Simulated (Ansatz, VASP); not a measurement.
**InO in VASP and in Ansatz**

File INCAR:

```
  ALGO = Normal
  EDIFF = 1E-6
  ENCUT = 520
  GGA = PE
  ISIF = 2
  ISMEAR = 0
  LASPH = T
  LCHARG = F
  LREAL = F
  LWAVE = F
  NBANDS = 27
  NELM = 100
  PREC = Accurate
  SIGMA = 0.03
```

Contents of KPOINTS:

```
k-points
0
Gamma
  12 12 2
```

File POSCAR:

```
InO
1.0
    3.5399541463      0.0000000000      0.0000000000
   -1.7699770732      3.0656902189      0.0000000000
    0.0000000000      0.0000000000     15.0832450000
In O
2 2
Direct
    0.6666666667      0.3333333333      0.5900210000
    0.6666666667      0.3333333333      0.4099790000
    0.0000000000      0.0000000000      0.6398670000
    0.0000000000      0.0000000000      0.3601330000
```

Input for Ansatz:

```yaml
crystal:
  lattice:
    - [3.5399541463, 0.0, 0.0]
    - [-1.7699770732, 3.0656902189, 0.0]
    - [0.0, 0.0, 15.083245]
  atoms:
    - { symbol: In, position: [0.6666666667, 0.3333333333, 0.590021] }
    - { symbol: In, position: [0.6666666667, 0.3333333333, 0.409979] }
    - { symbol: O, position: [0.0, 0.0, 0.639867] }
    - { symbol: O, position: [0.0, 0.0, 0.360133] }
basis:
  ecutwfc: 420
kpoints:
  mp_grid: { grid: [12, 12, 2] }
hamiltonian:
  xc: pbe
scf:
  occupations: { method: gaussian, width: 0.03 }
output:
  forces: true
  stress: true
  eigenvalues: true
  write_density: true
  write_potential: true
  elf: true
  volumetric_format: npy
```

Change from the starting cell: strain +0.025 along x and y, -0.050 along z, atoms carried along.

Alike in both runs: task single point; functional PBE; k mesh 12 × 12 × 2; occupations gaussian, width 0.03 eV; no spin polarisation.

|  | VASP | Ansatz |
| --- | --- | --- |
| version | VASP 6.6.1 | Ansatz 0.2.0 |
| potentials or method | VASP PAW PBE potentials, release 64 (In_d, O), cutoff 520 eV | scalar-relativistic, plane waves, PAW |
| valence electrons in the cell | 38 | 38 |

|  | VASP | Ansatz | Ansatz less VASP |
| --- | --- | --- | --- |
| gap on the k mesh at the Fermi level (eV) | 0.44 | 0.46 | +0.016 |
| least direct gap on the mesh (eV) | 0.97 | 0.98 | +0.010 |
| rms of the force components (eV/Å) | 0.371 | 0.384 | +0.0131 |

Atom by atom the forces differ by 0.017 eV/Å (rms over components). Ansatz's warnings: xc potential rough in thin density.
